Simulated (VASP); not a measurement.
# Mn (Pm-3m) in VASP: notebook

The runs below take Mn through single point, with LDA.

All numbers are computed with VASP 6.6.1; they aren't measurements. Logs are shortened: lines on timing, memory, paths and dates and some standing lists are left out, and cuts for length are marked.

## 1. The cell of the first run

It takes space group Pm-3m (No. 221, cubic). The conventional cell has a = 2.230 Å, b = 2.230 Å, c = 2.230 Å, α = 90.00°, β = 90.00°, γ = 90.00°. Within 2.9 Å of Mn (site symmetry m-3m) lie 6 Mn at 2.23 Å.

## 2. Single point, LDA

The input, INCAR:

```
  PREC = Accurate
  ENCUT = 520
  EDIFF = 1E-6
  ISMEAR = -1
  SIGMA = 0.1
  LREAL = False
  LASPH = True
  NELM = 80
  ALGO = Normal
  ISIF = 2
  LWAVE = False
  LCHARG = True
  GGA = CA
  LELF = True
  LVHAR = True
  NBANDS = 12
```

The input, KPOINTS:

```
Automatic mesh
0
Gamma
  13 13 13
```

The input, POSCAR:

```
Mn
1.0
    2.2297844371      0.0000000000      0.0000000000
    0.0000000000      2.2297844371      0.0000000000
    0.0000000000      0.0000000000      2.2297844371
Mn
1
Direct
    0.0000000000      0.0000000000      0.0000000000
```

Potentials or basis: VASP PAW LDA potentials, release 64 (Mn_pv).

Command:

```console
> cat potpaw_LDA.64/Mn_pv/POTCAR > POTCAR
> mpirun -np 1 vasp_std > vasp.out
```

OUTCAR:

```text
PREC = Accurate
   ENCUT = 520
   EDIFF = 1E-6
   ISMEAR = -1
   LREAL = False
   LASPH = True
   NELM = 80
   ISIF = 2
   GGA = CA

 ion  position               nearest neighbor table
   1  0.000  0.000  0.000-

  LATTYP: Found a simple cubic cell.
 ALAT       =     2.2297844371

  Lattice vectors:

 A1 = (   2.2297844371,   0.0000000000,   0.0000000000)
 A2 = (   0.0000000000,   2.2297844371,   0.0000000000)
 A3 = (   0.0000000000,   0.0000000000,   2.2297844371)

Analysis of symmetry for initial positions (statically):
=====================================================================
 Subroutine PRICEL returns:
 Original cell was already a primitive cell.

 Routine SETGRP: Setting up the symmetry group for a
 simple cubic supercell.

 Subroutine GETGRP returns: Found 48 space group operations
 (whereof 48 operations were pure point group operations)
 out of a pool of 48 trial point group operations.

The static configuration has the point symmetry O_h .

Analysis of symmetry for dynamics (positions and initial velocities):
=====================================================================
 Subroutine PRICEL returns:
 Original cell was already a primitive cell.

 Routine SETGRP: Setting up the symmetry group for a
 simple cubic supercell.

 Subroutine GETGRP returns: Found 48 space group operations
 (whereof 48 operations were pure point group operations)
 out of a pool of 48 trial point group operations.

The dynamic configuration has the point symmetry O_h .

 Subroutine INISYM returns: Found 48 space group operations
 (whereof 48 operations are pure point group operations),
 and found     1 'primitive' translations

----------------------------------------------------------------------------------------

                                     Primitive cell

  volume of cell :      11.0864

  direct lattice vectors                    reciprocal lattice vectors
     2.229784437  0.000000000  0.000000000     0.448473845  0.000000000  0.000000000
     0.000000000  2.229784437  0.000000000     0.000000000  0.448473845  0.000000000
     0.000000000  0.000000000  2.229784437     0.000000000  0.000000000  0.448473845

  length of vectors
     2.229784437  2.229784437  2.229784437     0.448473845  0.448473845  0.448473845

  position of ions in fractional coordinates (direct lattice)
     0.000000000  0.000000000  0.000000000

  ion indices of the primitive-cell ions
   primitive index   ion index
                 1           1

----------------------------------------------------------------------------------------

 KPOINTS: Automatic mesh

Automatic generation of k-mesh.
 Grid dimensions read from file:
 generate k-points for:   13   13   13

 Generating k-lattice:

  Cartesian coordinates                     Fractional coordinates (reciprocal lattice)
     0.034497988  0.000000000  0.000000000     0.076923077  0.000000000  0.000000000
     0.000000000  0.034497988  0.000000000     0.000000000  0.076923077  0.000000000
     0.000000000  0.000000000  0.034497988     0.000000000  0.000000000  0.076923077

  Length of vectors
     0.034497988  0.034497988  0.034497988

  Shift w.r.t. Gamma in fractional coordinates (k-lattice)
     0.000000000  0.000000000  0.000000000

 Subroutine IBZKPT returns following result:
 ===========================================

 Found     84 irreducible k-points:

 Following reciprocal coordinates:
            Coordinates               Weight
  0.000000  0.000000  0.000000      1.000000
  0.076923  0.000000  0.000000      6.000000
  0.153846  0.000000  0.000000      6.000000
  0.230769  0.000000  0.000000      6.000000
  0.307692  0.000000  0.000000      6.000000
  0.384615  0.000000  0.000000      6.000000
[... 16 lines left out ...]
  0.307692  0.307692  0.000000     12.000000
  0.384615  0.307692  0.000000     24.000000
 [... further k-points ...]
   k-points           NKPTS =     84   k-points in BZ     NKDIM =     84   number of bands    NBANDS=     12
   number of dos      NEDOS =    301   number of ions     NIONS =      1
   total plane-waves  NPLWV =   5832
   dimension x,y,z NGX =    18 NGY =   18 NGZ =   18
   dimension x,y,z NGXF=    36 NGYF=   36 NGZF=   36
   ions per type =               1
   NGX,Y,Z   is equivalent  to a cutoff of  13.42, 13.42, 13.42 a.u.
   NGXF,Y,Z  is equivalent  to a cutoff of  26.84, 26.84, 26.84 a.u.
 SYSTEM =  unknown system
   PREC   = accura    normal or accurate (medium, high low for compatibility)
   ISTART =      0    job   : 0-new  1-cont  2-samecut
   ICHARG =      2    charge: 1-file 2-atom 10-const
   ISPIN  =      1    spin polarized calculation?
   LNONCOLLINEAR =      F non collinear calculations
   LSORBIT =      F    spin-orbit coupling
   LASPH  =      T    aspherical Exc in radial PAW
   ENCUT  =  520.0 eV  38.22 Ry    6.18 a.u.   4.15  4.15  4.15*2*pi/ulx,y,z
   NELM   =     80;   NELMIN=  2; NELMDL= -5     # of ELM steps
   EDIFF  = 0.1E-05   stopping-criterion for ELM
   LREAL  =      F    real-space projection
   EDIFFG = 0.1E-04   stopping-criterion for IOM
   NSW    =      0    number of steps for IOM
   IBRION =     -1    ionic relax: 0-MD 1-quasi-New 2-CG
   NFREE  =      0    steps in history (QN), initial steepest desc. (CG)
   ISIF   =      2    stress and relaxation
   ISYM   =      2    0-nonsym 1-usesym 2-fastsym
   POTIM  = 0.5000    time-step for ionic-motion
   TEBEG  =    0.0;   TEEND  =   0.0 temperature during run
   PSTRESS=    0.0 pullay stress
   NELECT =      13.0000    total number of electrons
   NUPDOWN=      -1.0000    fix difference up-down
   EMIN   =  10.00;   EMAX   =-10.00  energy-range for DOS
   EFERMI =   0.00;   METHOD = LEGACY
   ISMEAR =    -1;   SIGMA  =   0.10  broadening in eV -4-tet -1-fermi 0-gaus
   EFERMI_NEDOS =   21; number of points for ismear=-14 and -15
   IALGO  =     38    algorithm
   IMIX   =      4    mixing-type and parameters
     AMIX     =   0.40;   BMIX     =  1.00
     AMIX_MAG =   1.60;   BMIX_MAG =  1.00
  volume/ion in A,a.u.               =      11.09        74.81
  Fermi-wavevector in a.u.,A,eV,Ry     =   1.726340  3.262310 40.548773  2.980251
  Thomas-Fermi vector in A             =   2.801671
   LORBIT       =      0    0 simple, 1 ext, 2 COOP (PROOUT), +10 PAW based schemes
   GGA     = CA    functional components
   LHFCALC =     F    Hartree Fock is set to
   AEXX    =    0.0000 exact exchange contribution
   IVDW    =     0    specifies the selected vdW correction
   LEPSILON=     F    determine dielectric tensor
   LRPA    =     F    only Hartree local field effects (RPA)
 non-spin polarized calculation
  energy-cutoff  :      520.00
  volume of cell :       11.09
 maximum number of plane-waves:       305
 NGX is ok and might be reduce to    18
   NGX =  9   NGY =  9   NGZ =  9

 number of electron      12.9999997 magnetization

 Free energy of the ion-electron system (eV)
  ---------------------------------------------------
  ext. energy  EPLUGINS =         0.00000000
  ---------------------------------------------------
  free energy    TOTEN  =        -9.25594029 eV

  energy without entropy =       -9.20031117  energy(sigma->0) =       -9.22812573

 E-fermi :  10.2139     XC(G=0): -14.0479

 val. band max:       10.1639741657   @ k =   0.3846   0.3846   0.0769
 cond. band min:      10.2162033095   @ k =   0.2308   0.2308   0.1538
 fundamental gap:      0.0522291438
 Fermi energy:        10.2138534508

 k-point     1 :       0.0000    0.0000    0.0000
  band No.  band energies     occupation
      1     -37.0179      2.00000
      2     -37.0179      2.00000
      3     -37.0179      2.00000
      4       1.9708      2.00000
      5       6.2135      2.00000
      6       6.2135      2.00000
      7      12.0554      0.00000
      8      12.0554      0.00000
      9      12.0554      0.00000
     10      31.4708      0.00000
     11      31.4708      0.00000
     12      31.4708      0.00000

 k-point     2 :       0.0769    0.0000    0.0000
  band No.  band energies     occupation
      1     -37.0840      2.00000
      2     -37.0123      2.00000
      3     -37.0123      2.00000
      4       2.1760      2.00000
      5       6.2562      2.00000
      6       6.3604      2.00000
      7      11.9218      0.00000
      8      11.9218      0.00000
      9      12.0658      0.00000
     10      29.6420      0.00000
     11      31.7795      0.00000
     12      31.7795      0.00000

 k-point     3 :       0.1538    0.0000    0.0000
  band No.  band energies     occupation
      1     -37.2653      2.00000
      2     -36.9966      2.00000
      3     -36.9966      2.00000
      4       2.7609      2.00000
      5       6.3762      2.00000
      6       6.7833      2.00000
      7      11.5650      0.00000
      8      11.5650      0.00000
      9      12.0947      0.00000
     10      26.5605      0.00000
     11      32.6636      0.00000
     12      32.6636      0.00000

 k-point     4 :       0.2308    0.0000    0.0000
  band No.  band energies     occupation
      1     -37.5169      2.00000
      2     -36.9744      2.00000
      3     -36.9744      2.00000
      4       3.6396      2.00000
      5       6.5497      2.00000
      6       7.4212      2.00000
      7      11.0909      0.00031
      8      11.0909      0.00031
      9      12.1355      0.00000
     10      23.5504      0.00000
     11      34.0229      0.00000
     12      34.0229      0.00000

 k-point     5 :       0.3077    0.0000    0.0000
  band No.  band energies     occupation
      1     -37.7789      2.00000
      2     -36.9508      2.00000
      3     -36.9508      2.00000
      4       4.6784      2.00000
      5       6.7399      2.00000
      6       8.1551      2.00000
      7      10.6191      0.03415
      8      10.6191      0.03415
      9      12.1792      0.00000
     10      20.9155      0.00000
     11      34.3952      0.00000
     12      35.7442      0.00000
[... 228 lines left out ...]
      1     -37.9245      2.00000
      2     -37.4038      2.00000
      3     -36.8900      2.00000
      4       6.1229      2.00000
      5       7.2297      2.00000
      6       9.0015      1.99999
      7      10.4237      0.21856
      8      11.3723      0.00002
      9      11.8729      0.00000
     10      19.5330      0.00000
     11      27.9645      0.00000
     12      34.5026      0.00000

 k-point    22 :       0.4615    0.2308    0.0000
  band No.  band energies     occupation
      1     -38.0406      2.00000
      2     -37.3896      2.00000
      3     -36.8792      2.00000
      4       6.3948      2.00000
      5       7.2074      2.00000
      6       9.0220      1.99999
      7      10.2339      0.90004
      8      11.4043      0.00001
      9      13.0965      0.00000
     10      17.7826      0.00000
     11      28.9860      0.00000
     12      33.2330      0.00000

 k-point    23 :       0.3077    0.3077    0.0000
  band No.  band energies     occupation
      1     -37.6974      2.00000
      2     -37.6658      2.00000
      3     -36.8864      2.00000
      4       5.7950      2.00000
      5       7.2384      2.00000
      6       9.7949      1.97013
      7      10.7886      0.00636
      8      10.9520      0.00124
      9      11.2975      0.00004
     10      21.4410      0.00000
     11      25.4835      0.00000
     12      34.2589      0.00000

 k-point    24 :       0.3846    0.3077    0.0000
  band No.  band energies     occupation
      1     -37.8876      2.00000
      2     -37.6525      2.00000
      3     -36.8676      2.00000
      4       5.7530      2.00000
      5       7.3435      2.00000
      6      10.3358      0.45623
      7      10.5185      0.09074
      8      10.9520      0.00124
      9      12.6284      0.00000
     10      19.6543      0.00000
     11      25.8828      0.00000
     12      32.2549      0.00000

 [... further k-points ...]

------------------------ aborting loop because EDIFF is reached ----------------------------------------

  FORCE on cell =-STRESS in cart. coord.  units (eV):
  Direction    XX          YY          ZZ          XY          YZ          ZX
  --------------------------------------------------------------------------------------
  -------------------------------------------------------------------------------------
  Total        0.0576688      0.0576688      0.0576688      0.0000000     -0.0000000      0.0000000
  in kB        8.3341835      8.3341835      8.3341835      0.0000000     -0.0000000      0.0000000
  external PRESSURE =       8.3341835 kB  Pullay stress =       0.0000000 kB

 VOLUME and BASIS-vectors are now :
 -----------------------------------------------------------------------------
  energy-cutoff  :      520.00
  volume of cell :       11.09
      direct lattice vectors                 reciprocal lattice vectors
     2.229784437  0.000000000  0.000000000     0.448473845  0.000000000  0.000000000
     0.000000000  2.229784437  0.000000000     0.000000000  0.448473845  0.000000000
     0.000000000  0.000000000  2.229784437     0.000000000  0.000000000  0.448473845

 POSITION                                       TOTAL-FORCE (eV/Angst)
 -----------------------------------------------------------------------------------
      0.00000      0.00000      0.00000         0.000000      0.000000      0.000000
 -----------------------------------------------------------------------------------
    total drift:                                0.000000      0.000000     -0.000000

  FREE ENERGIE OF THE ION-ELECTRON SYSTEM (eV)
  ---------------------------------------------------
  free  energy   TOTEN  =        -9.2559402936 eV

  energy  without entropy=       -9.2003111663  energy(sigma->0) =       -9.22812573
```

It took 5.8 s on 1 thread of AMD EPYC 9R45 (Zen 5), shared host; peak memory 0.09 GiB.

What came out:

* Free energy: -9.2559 eV
* Pressure: 0.8 GPa

Levels at points of the mesh, in eV from the Fermi level:
| k point | band 2 | band 3 | band 4 | band 5 | band 6 | band 7 | band 8 | band 9 | band 10 | band 11 |
| --- | --- | --- | --- | --- | --- | --- | --- | --- | --- | --- |
| (0.00, 0.00, 0.00) | -47.23 | -47.23 | -8.24 | -4.00 | -4.00 | 1.84 | 1.84 | 1.84 | 21.26 | 21.26 |

Caveat: the run has no spin polarisation, though such a crystal can be magnetic. Spin polarisation is off, so any magnetic state and its effect on volume and gap are missing.

## 3. Single point, LDA (volume scaled by 0.88)

The input, INCAR:

```
SYSTEM = Mn
PREC = Accurate ; ENCUT = 520
EDIFF = 1E-7 ; ISMEAR = -1
SIGMA = 0.1 ; LREAL = .False.
LASPH = .True. ; NELM = 100
ALGO = Normal ; ISIF = 2
LWAVE = .False. ; LCHARG = .False.
GGA = CA ; NBANDS = 12
```

The input, KPOINTS:

```
Automatic mesh
0
Gamma
  16 16 16
  0 0 0
```

The input, POSCAR:

```
Mn
1.0
    2.1367666857      0.0000000000      0.0000000000
    0.0000000000      2.1367666857      0.0000000000
    0.0000000000      0.0000000000      2.1367666857
Mn
1
Direct
    0.0000000000      0.0000000000      0.0000000000
```

Potentials or basis: VASP PAW LDA potentials, release 64 (Mn_pv).

Command:

```console
> cat potpaw_LDA.64/Mn_pv/POTCAR > POTCAR
> mpirun -np 1 vasp_std > vasp.out
```

Wall time 7.5 s (1 thread of AMD EPYC 9R45 (Zen 5), shared host); peak memory 0.09 GiB.

Results (log left out):

| Property | Result |
| --- | --- |
| Free energy | -9.0866 eV |
| Pressure | 44.4 GPa |

Levels at points of the mesh, in eV from the Fermi level:
```tsv
k point	band 2	band 3	band 4	band 5	band 6	band 7	band 8	band 9	band 10	band 11
(0.00, 0.00, 0.00)	-47.18	-47.18	-8.85	-4.76	-4.76	2.19	2.19	2.19	22.99	22.99
(0.50, 0.00, 0.00)	-47.03	-47.03	-4.12	-3.81	-1.06	-0.28	-0.28	2.41	8.60	23.98
(0.50, 0.50, 0.00)	-48.54	-46.90	-6.53	-2.74	0.26	0.26	3.87	7.31	7.31	14.68
(0.50, 0.50, 0.50)	-48.31	-48.31	-4.54	-4.54	-4.54	4.00	4.00	12.25	17.11	17.11
```

Caveat: the run has no spin polarisation, though such a crystal can be magnetic. Spin polarisation is off, so any magnetic state and its effect on volume and gap are missing.

(Part 1 of 2 ends here.)
